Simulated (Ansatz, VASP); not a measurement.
## Two plane-wave programs on NiO2

```xyz
3
Lattice="2.8221 0.0000 0.0000 -1.4111 2.4440 0.0000 0.0000 0.0000 4.8391" Properties=species:S:1:pos:R:3 pbc="T T T"
Ni    0.0000    0.0000    2.4196
O     1.4111    0.8147    3.3885
O     0.0000    1.6294    1.4506
```

Alike in both runs: task single point; functional PBEsol; k mesh 12 × 12 × 6; occupations gaussian, width 0.05 eV; no spin polarisation.

|  | VASP | Ansatz |
| --- | --- | --- |
| version | VASP 6.6.1 | Ansatz 0.2.0 |
| potentials or method | VASP PAW PBE potentials, release 64 (Ni_sv_GW, O), cutoff 700 eV | scalar-relativistic, plane waves, PAW |
| valence electrons in the cell | 30 | 30 |

```tsv
	VASP	Ansatz	Ansatz less VASP
gap on the k mesh at the Fermi level (eV)	0.93	0.94	+0.008
least direct gap on the mesh (eV)	1.12	1.13	+0.006
pressure (GPa)	-9.5	-9.9	-0.31
traceless stress, the component that is largest in VASP (GPa)	0.84	1.18	+0.332
rms of the force components (eV/Å)	0.425	0.442	+0.0166
```

VASP's potentials were made for PBE, not for PBEsol. Atom by atom the forces differ by 0.017 eV/Å (rms over components). The functional is the same, so the differences come from potentials, cutoffs and numerics.
